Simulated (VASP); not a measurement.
# AlAu2 (I4/mmm) in VASP: further runs, part 2 of 3

VASP 6.6.1.

## (3) Single point, LDA

This run uses another cell than the first one, of the same volume but with other edges.

Input file INCAR:

```
SYSTEM = AlAu2
PREC = Accurate
ENCUT = 520
EDIFF = 1E-7
ISMEAR = 0
SIGMA = 0.15
LREAL = .FALSE.
LASPH = .TRUE.
NELM = 80
ALGO = Fast
ISIF = 2
LWAVE = .FALSE.
LCHARG = .FALSE.
NBANDS = 20
```

Input file KPOINTS:

```
regular mesh
0
G
  16 16 16
  0 0 0
```

Input file POSCAR:

```
AlAu2
1.0
   -1.6104675783      1.6104675783      4.5566569661
    1.6104675783     -1.6104675783      4.5566569661
    1.6104675783      1.6104675783     -4.5566569661
Al Au
1 2
Direct
    0.0000000000      0.0000000000      0.0000000000
    0.6570428093      0.6570428093      0.0000000000
    0.3429571907      0.3429571907      0.0000000000
```

Potentials or basis: VASP PAW LDA potentials, release 64 (Al, Au).

Run with:

```
$ cat potpaw_LDA.64/Al/POTCAR potpaw_LDA.64/Au/POTCAR > POTCAR
$ mpirun -np 1 vasp_std > vasp.out
```

OUTCAR:

```text
SYSTEM = AlAu2
   PREC = Accurate
   ENCUT = 520
   EDIFF = 1E-7
   ISMEAR = 0
   LREAL = .FALSE.
   LASPH = .TRUE.
   NELM = 80
   ISIF = 2

 ion  position               nearest neighbor table
   1  0.000  0.000  0.000-   2 2.69   2 2.69   2 2.69   3 2.69   3 2.69   3 2.69   2 2.69   3 2.69
                             2 3.13   3 3.13
   2  0.657  0.657  0.000-   1 2.69   1 2.69   1 2.69   1 2.69   3 2.84   3 2.84   3 2.84   3 2.84
                             3 2.86   1 3.13
   3  0.343  0.343  0.000-   1 2.69   1 2.69   1 2.69   1 2.69   2 2.84   2 2.84   2 2.84   2 2.84
                             2 2.86   1 3.13

  LATTYP: Found a body centered tetragonal cell.
 ALAT       =     3.2209351566
 C/A-ratio  =     2.8294000000

  Lattice vectors:

 A1 = (  -1.6104675783,   1.6104675783,   4.5566569661)
 A2 = (   1.6104675783,  -1.6104675783,   4.5566569661)
 A3 = (   1.6104675783,   1.6104675783,  -4.5566569661)

Analysis of symmetry for initial positions (statically):
=====================================================================
 Subroutine PRICEL returns:
 Original cell was already a primitive cell.

 Routine SETGRP: Setting up the symmetry group for a
 body centered tetragonal supercell.

 Subroutine GETGRP returns: Found 16 space group operations
 (whereof 16 operations were pure point group operations)
 out of a pool of 16 trial point group operations.

The static configuration has the point symmetry D_4h.

Analysis of symmetry for dynamics (positions and initial velocities):
=====================================================================
 Subroutine PRICEL returns:
 Original cell was already a primitive cell.

 Routine SETGRP: Setting up the symmetry group for a
 body centered tetragonal supercell.

 Subroutine GETGRP returns: Found 16 space group operations
 (whereof 16 operations were pure point group operations)
 out of a pool of 16 trial point group operations.

The dynamic configuration has the point symmetry D_4h.

 Subroutine INISYM returns: Found 16 space group operations
 (whereof 16 operations are pure point group operations),
 and found     1 'primitive' translations

----------------------------------------------------------------------------------------

                                     Primitive cell

  volume of cell :      47.2727

  direct lattice vectors                    reciprocal lattice vectors
    -1.610467578  1.610467578  4.556656966     0.000000000  0.310468839  0.109729568
     1.610467578 -1.610467578  4.556656966     0.310468839  0.000000000  0.109729568
     1.610467578  1.610467578 -4.556656966     0.310468839  0.310468839  0.000000000

  length of vectors
     5.094147068  5.094147068  5.094147068     0.329289354  0.329289354  0.439069243

  position of ions in fractional coordinates (direct lattice)
     0.000000000  0.000000000  0.000000000
     0.657042809  0.657042809  0.000000000
     0.342957191  0.342957191  0.000000000

  ion indices of the primitive-cell ions
   primitive index   ion index
                 1           1
                 2           2
                 3           3

----------------------------------------------------------------------------------------

 KPOINTS: regular mesh

Automatic generation of k-mesh.
 Grid dimensions read from file:
 generate k-points for:   16   16   16

 Generating k-lattice:

  Cartesian coordinates                     Fractional coordinates (reciprocal lattice)
     0.000000000  0.019404302  0.006858098     0.062500000  0.000000000  0.000000000
     0.019404302  0.000000000  0.006858098     0.000000000  0.062500000  0.000000000
     0.019404302  0.019404302  0.000000000     0.000000000  0.000000000  0.062500000

  Length of vectors
     0.020580585  0.020580585  0.027441828

  Shift w.r.t. Gamma in fractional coordinates (k-lattice)
     0.000000000  0.000000000  0.000000000

 Subroutine IBZKPT returns following result:
 ===========================================

 Found    349 irreducible k-points:

 Following reciprocal coordinates:
            Coordinates               Weight
  0.000000  0.000000  0.000000      1.000000
  0.062500 -0.000000  0.000000      8.000000
  0.125000 -0.000000  0.000000      8.000000
  0.187500  0.000000  0.000000      8.000000
  0.250000 -0.000000  0.000000      8.000000
  0.312500  0.000000  0.000000      8.000000
[... 16 lines left out ...]
 -0.125000  0.062500  0.000000     16.000000
 -0.062500  0.062500  0.000000      4.000000
 [... further k-points ...]
   k-points           NKPTS =    349   k-points in BZ     NKDIM =    349   number of bands    NBANDS=     20
   number of dos      NEDOS =    301   number of ions     NIONS =      3
   total plane-waves  NPLWV =  64000
   dimension x,y,z NGX =    40 NGY =   40 NGZ =   40
   dimension x,y,z NGXF=    80 NGYF=   80 NGZF=   80
   ions per type =               1   2
   NGX,Y,Z   is equivalent  to a cutoff of  13.05, 13.05, 13.05 a.u.
   NGXF,Y,Z  is equivalent  to a cutoff of  26.11, 26.11, 26.11 a.u.
 SYSTEM =  AlAu2
   PREC   = accura    normal or accurate (medium, high low for compatibility)
   ISTART =      0    job   : 0-new  1-cont  2-samecut
   ICHARG =      2    charge: 1-file 2-atom 10-const
   ISPIN  =      1    spin polarized calculation?
   LNONCOLLINEAR =      F non collinear calculations
   LSORBIT =      F    spin-orbit coupling
   LASPH  =      T    aspherical Exc in radial PAW
   ENCUT  =  520.0 eV  38.22 Ry    6.18 a.u.   9.47  9.47  9.47*2*pi/ulx,y,z
   NELM   =     80;   NELMIN=  2; NELMDL= -5     # of ELM steps
   EDIFF  = 0.1E-06   stopping-criterion for ELM
   LREAL  =      F    real-space projection
   EDIFFG = 0.1E-05   stopping-criterion for IOM
   NSW    =      0    number of steps for IOM
   IBRION =     -1    ionic relax: 0-MD 1-quasi-New 2-CG
   NFREE  =      0    steps in history (QN), initial steepest desc. (CG)
   ISIF   =      2    stress and relaxation
   ISYM   =      2    0-nonsym 1-usesym 2-fastsym
   POTIM  = 0.5000    time-step for ionic-motion
   TEBEG  =    0.0;   TEEND  =   0.0 temperature during run
   PSTRESS=    0.0 pullay stress
   NELECT =      25.0000    total number of electrons
   NUPDOWN=      -1.0000    fix difference up-down
   EMIN   =  10.00;   EMAX   =-10.00  energy-range for DOS
   EFERMI =   0.00;   METHOD = LEGACY
   ISMEAR =     0;   SIGMA  =   0.15  broadening in eV -4-tet -1-fermi 0-gaus
   EFERMI_NEDOS =   21; number of points for ismear=-14 and -15
   IALGO  =     68    algorithm
   IMIX   =      4    mixing-type and parameters
     AMIX     =   0.40;   BMIX     =  1.00
     AMIX_MAG =   1.60;   BMIX_MAG =  1.00
  volume/ion in A,a.u.               =      15.76       106.34
  Fermi-wavevector in a.u.,A,eV,Ry     =   1.323888  2.501786 23.846668  1.752681
  Thomas-Fermi vector in A             =   2.453463
   LORBIT       =      0    0 simple, 1 ext, 2 COOP (PROOUT), +10 PAW based schemes
   GGA     = CA    functional components
   LHFCALC =     F    Hartree Fock is set to
   AEXX    =    0.0000 exact exchange contribution
   IVDW    =     0    specifies the selected vdW correction
   LEPSILON=     F    determine dielectric tensor
   LRPA    =     F    only Hartree local field effects (RPA)
 non-spin polarized calculation
 RMM-DIIS sequential band-by-band and
 Gauss-broadening in eV      SIGMA  =   0.15
  energy-cutoff  :      520.00
  volume of cell :       47.27
 maximum number of plane-waves:      1299
 NGX is ok and might be reduce to    40

 number of electron      25.0000002 magnetization

 Free energy of the ion-electron system (eV)
  ---------------------------------------------------
  ext. energy  EPLUGINS =         0.00000000
  ---------------------------------------------------
  free energy    TOTEN  =       -14.12752488 eV

  energy without entropy =      -14.12014493  energy(sigma->0) =      -14.12383491

 E-fermi :  10.3253     XC(G=0): -12.4821

 val. band max:       10.3180502425   @ k =   0.0625  -0.0000   0.0000
 cond. band min:      10.3476031731   @ k =  -0.3750   0.1875   0.0625
 fundamental gap:      0.0295529305
 Fermi energy:        10.3252954073

 k-point     1 :       0.0000    0.0000    0.0000
  band No.  band energies     occupation
      1      -1.1547      2.00000
      2       2.9203      2.00000
      3       3.4678      2.00000
      4       4.6163      2.00000
      5       4.7710      2.00000
      6       5.0963      2.00000
[... 541 lines left out ...]
     19      19.0837      0.00000
     20      21.4415      0.00000

 [... further k-points ...]

------------------------ aborting loop because EDIFF is reached ----------------------------------------

  FORCE on cell =-STRESS in cart. coord.  units (eV):
  Direction    XX          YY          ZZ          XY          YZ          ZX
  --------------------------------------------------------------------------------------
  -------------------------------------------------------------------------------------
  Total        0.5549904      0.5549904     -1.3797414      0.0000000      0.0000000     -0.0000000
  in kB       18.8098681     18.8098681    -46.7625264      0.0000000      0.0000000     -0.0000000
  external PRESSURE =      -3.0475968 kB  Pullay stress =       0.0000000 kB

 VOLUME and BASIS-vectors are now :
 -----------------------------------------------------------------------------
  energy-cutoff  :      520.00
  volume of cell :       47.27
      direct lattice vectors                 reciprocal lattice vectors
    -1.610467578  1.610467578  4.556656966     0.000000000  0.310468839  0.109729568
     1.610467578 -1.610467578  4.556656966     0.310468839  0.000000000  0.109729568
     1.610467578  1.610467578 -4.556656966     0.310468839  0.310468839  0.000000000

 POSITION                                       TOTAL-FORCE (eV/Angst)
 -----------------------------------------------------------------------------------
      0.00000      0.00000      0.00000        -0.000000     -0.000000     -0.000000
      0.00000      0.00000      5.98784         0.000000      0.000000     -0.504719
      0.00000      0.00000      3.12548         0.000000      0.000000      0.504719
 -----------------------------------------------------------------------------------
    total drift:                                0.000000      0.000000     -0.000000

  FREE ENERGIE OF THE ION-ELECTRON SYSTEM (eV)
  ---------------------------------------------------
  free  energy   TOTEN  =       -14.1275248794 eV

  energy  without entropy=      -14.1201449336  energy(sigma->0) =      -14.12383491
```

stdout:

```text
POSCAR found type information on POSCAR AlAu
 POSCAR found :  2 types and       3 ions
 scaLAPACK will be used
 LDA part: xc-table for (Slater(with rela. corr.)+CA(PZ))
 , standard interpolation
 POSCAR, INCAR and KPOINTS ok, starting setup
 FFT: planning ... GRIDC
 FFT: planning ... GRID_SOFT
 FFT: planning ... GRID
 WAVECAR not read
 entering main loop
```

Wall time 15 min (1 thread of Intel Xeon Platinum 8375C at 2.90GHz (Ice Lake), shared host); peak memory 0.42 GiB.

What came out:

```
Free energy            : -14.1275 eV
Pressure               : -0.3 GPa
Largest force          : 0.505 eV/Å
Band gap on the k mesh : zero (an odd number of electrons rules out a gap without spin polarisation)
```

Forces on the atoms (eV/Å):
```
Al   0.000  0.000  0.000
Au   0.000  0.000 -0.505
Au   0.000  0.000  0.505
```

Stress tensor (GPa, compression positive):
```
 1.88  0.00  0.00
 0.00  1.88  0.00
 0.00  0.00 -4.68
```

Levels at points of the mesh, in eV from the Fermi level:
```tsv
k point	band 10	band 11	band 12	band 13	band 14	band 15	band 16	band 17
(0.00, 0.00, 0.00)	-4.89	-3.71	-2.04	-0.14	6.10	6.10	7.00	7.00
(0.50, 0.00, 0.00)	-3.65	-3.29	-3.09	-2.53	1.29	7.11	7.11	7.88
(0.50, 0.50, 0.00)	-3.49	-2.98	-1.01	0.53	1.19	1.89	2.48	5.72
(0.50, 0.50, 0.50)	-3.73	-3.73	-3.22	3.24	3.24	5.16	6.93	7.91
```

Caveat: spin-orbit coupling is left out, which moves the levels of the heavy elements.

## (4) Single point, LDA

Input file INCAR:

```
SYSTEM = AlAu2
ALGO = Fast
EDIFF = 1E-6
ENCUT = 520
GGA = CA
ISIF = 2
ISMEAR = 0
LASPH = .True.
LCHARG = .True.
LELF = .True.
LREAL = .False.
LVHAR = .True.
LWAVE = .False.
NBANDS = 20
NELM = 100
PREC = Accurate
SIGMA = 0.15
```

Input file KPOINTS:

```
k-points
0
Gamma
  16 16 16
  0 0 0
```

Input file POSCAR:

```
AlAu2
1.0
   -1.6672819666      1.6672819666      4.2514022866
    1.6672819666     -1.6672819666      4.2514022866
    1.6672819666      1.6672819666     -4.2514022866
Al Au
1 2
Direct
    0.0000000000      0.0000000000      0.0000000000
    0.6570428093      0.6570428093      0.0000000000
    0.3429571907      0.3429571907      0.0000000000
```

Run with:

```
$ cat potpaw_LDA.64/Al/POTCAR potpaw_LDA.64/Au/POTCAR > POTCAR
$ mpirun -np 1 vasp_std > vasp.out
```

Wall time 10 min (1 thread of Intel Xeon Platinum 8375C at 2.90GHz (Ice Lake), shared host); peak memory 0.4 GiB.

It converged, with:

| Item | Value |
| --- | --- |
| Free energy | -14.1708 eV |
| Pressure | 1.0 GPa |
| Largest force | 0.298 eV/Å |
| Band gap on the k mesh | zero (an odd number of electrons rules out a gap without spin polarisation) |

Forces in eV/Å, atoms in the order of the input:
```
Al   0.000  0.000  0.000
Au   0.000  0.000  0.298
Au   0.000  0.000 -0.298
```

Stress tensor (GPa, compression positive):
```
-0.16  0.00  0.00
 0.00 -0.16  0.00
 0.00  0.00  3.30
```

Levels at points of the mesh, in eV from the Fermi level:
```csv
k point,band 10,band 11,band 12,band 13,band 14,band 15
"(0.00, 0.00, 0.00)",-4.91,-3.53,-0.88,1.70,5.92,5.92
"(0.50, 0.00, 0.00)",-3.35,-3.34,-3.12,-2.11,2.05,7.46
"(0.50, 0.50, 0.00)",-3.40,-3.14,-1.45,0.83,1.13,2.13
"(0.50, 0.50, 0.50)",-3.51,-3.51,-2.75,2.53,2.53,7.09
```

Caveat: spin-orbit coupling is left out, which moves the levels of the heavy elements.

## (5) Single point, LDA

Input file INCAR:

```
SYSTEM = AlAu2
PREC     = Accurate       ! precision mode
ENCUT    = 520            ! plane-wave cutoff, eV
EDIFF    = 1E-6           ! SCF threshold, eV
ISMEAR   = 0              ! smearing method
SIGMA    = 0.15           ! smearing width, eV
LREAL    = .False.        ! projectors in reciprocal space
LASPH    = .True.         ! aspherical terms in the spheres
NELM     = 100            ! most SCF steps
ALGO     = Fast           ! electronic algorithm
ISIF     = 2              ! what is computed and relaxed
LWAVE    = .False.        ! write WAVECAR
LCHARG   = .False.        ! write CHGCAR
GGA      = CA             ! functional
NBANDS   = 20             ! bands
```

Input file KPOINTS:

```
regular mesh
0
Gamma
  16 16 16
  0 0 0
```

Input file POSCAR:

```
AlAu2
1.0
   -1.6672819666      1.6672819666      4.2514022866
    1.6672819666     -1.6672819666      4.2514022866
    1.6672819666      1.6672819666     -4.2514022866
Al Au
1 2
Direct
    0.0000000000      0.0000000000      0.0000000000
    0.6685935503      0.6685935503      0.0000000000
    0.3314064497      0.3314064497      0.0000000000
```

Run with:

```
$ cat potpaw_LDA.64/Al/POTCAR potpaw_LDA.64/Au/POTCAR > POTCAR
$ mpirun -np 1 vasp_std > vasp.out
```

It took 10 min on 1 thread of Intel Xeon Platinum 8375C at 2.90GHz (Ice Lake), shared host; peak memory 0.4 GiB.

It converged, with:

```
Free energy            : -14.0580 eV
Pressure               : 2.0 GPa
Largest force          : 1.314 eV/Å
Band gap on the k mesh : zero (an odd number of electrons rules out a gap without spin polarisation)
```

Forces on the atoms (eV/Å):
```
Al   0.000  0.000  0.000
Au   0.000  0.000 -1.314
Au   0.000  0.000  1.314
```

Stress tensor (GPa, compression positive):
```
 4.08  0.00  0.00
 0.00  4.08  0.00
 0.00  0.00 -2.08
```

Levels at points of the mesh, in eV from the Fermi level:
```tsv
k point	band 10	band 11	band 12	band 13	band 14	band 15	band 16	band 17
(0.00, 0.00, 0.00)	-4.71	-3.16	-0.35	1.18	6.23	6.23	6.41	6.41
(0.50, 0.00, 0.00)	-3.42	-3.12	-2.93	-2.20	1.99	7.26	7.70	8.04
(0.50, 0.50, 0.00)	-3.65	-3.16	-1.31	0.53	0.89	2.43	2.50	6.45
(0.50, 0.50, 0.50)	-3.80	-3.34	-2.97	2.56	2.56	7.10	7.13	7.31
```

Caveat: spin-orbit coupling is left out, which moves the levels of the heavy elements; forces of over 1 eV/Å act on the atoms, so gaps and moduli don't describe the material at rest.

(Part 2 of 3 ends here.)
